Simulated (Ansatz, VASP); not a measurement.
LiH: VASP beside Ansatz

```
Li H
1.0
     0.00000    2.13046    2.13046
     2.13046    0.00000    2.13046
     2.13046    2.13046    0.00000
Li H
1 1
Direct
  0.00000 0.00000 0.00000
  0.25000 0.25000 0.25000
```

Change from the starting cell: volume scaled by 0.98, PAW files.

Alike in both runs: task electric field gradients; functional PBE; k mesh 13 × 13 × 13; occupations fermi-dirac, width 0.05 eV; no spin polarisation.

|  | VASP | Ansatz |
| --- | --- | --- |
| version | VASP 6.6.1 | Ansatz 0.2.0 |
| potentials or method | VASP PAW PBE potentials, release 64 (Li_sv, H) | PAW with Ansatz's default frozen-core files, scalar-relativistic |
| plane-wave cutoff (eV) | 520 | 420 |
| valence electrons in the cell | 4 | 4 |

```tsv
	VASP	Ansatz	Ansatz less VASP
gap on the k mesh at the Fermi level (eV)	4.36	4.36	-0.006
```

The functional is the same, so the differences come from potentials, cutoffs and numerics.

Noted on VASP's run: the cutoff is short for stress, so the pressure is rough.
